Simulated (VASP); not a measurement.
Set up this calculation in VASP 6.6.1, as the native input.

| Item | Value |
| --- | --- |
| Task | electric field gradients |
| Functional | PBEsol |
| Potentials or basis | VASP PAW PBE potentials, release 64 (Cd, Te) |
| Cutoff | 520 eV |
| k mesh | 8 × 8 × 8 |
| Occupations | fermi-dirac, width 0.15 eV |
| Spin | no spin polarisation |
| Dipole correction | no |
| Further INCAR settings | ALGO = Fast; EDIFF = 1e-08; NBANDS = 33 |

The structure of CdTe2 lies in POSCAR:

```
CdTe2
1.0
   -3.2773769595      3.2773769595      3.8855625745
    3.2773769595     -3.2773769595      3.8855625745
    3.2773769595      3.2773769595     -3.8855625745
Cd Te
2 4
Direct
    0.7500000000      0.7500000000      0.0000000000
    0.2500000000      0.2500000000      0.0000000000
    0.3491986289      0.8491986289      0.1983972578
    0.8491986289      0.6508013711      0.5000000000
    0.6508013711      0.1508013711      0.8016027422
    0.1508013711      0.3491986289      0.5000000000
```

These files were run (other wordings do the same):

INCAR

```
PREC = Accurate
ENCUT = 520
EDIFF = 1E-8
ISMEAR = -1
SIGMA = 0.15
LREAL = False
LASPH = True
NELM = 80
ALGO = Fast
ISIF = 2
LWAVE = False
LCHARG = False
GGA = PS
LEFG = True
NBANDS = 33
```

KPOINTS

```
regular mesh
0
Gamma
  8 8 8
```

Potentials or basis: VASP PAW PBE potentials, release 64 (Cd, Te).

Run with:

```bash
$ cat potpaw_PBE.64/Cd/POTCAR potpaw_PBE.64/Te/POTCAR > POTCAR
$ mpirun -np 1 vasp_std > vasp.out
```

Results of the run:

The pressure is 0.2 GPa. The largest force is 0.012 eV/Å. The band gap on the k mesh is zero (bands 24 and 25 overlap by 1.76 eV). The largest electric field gradient by atom is Cd -1.3; Te +434.1 V/Å².

Caveat: without QUAD_EFG the Cq values of the log hold for a quadrupole moment of 1 mb, not for the nuclei; the PAW data sets were made with another functional, which shifts forces and pressure a little; spin-orbit coupling is left out, which moves the levels of the heavy elements.

It took 10 min on 1 thread of Oxide Virtual Turin-like Processor, with other jobs on the host, peak memory 0.45 GiB.
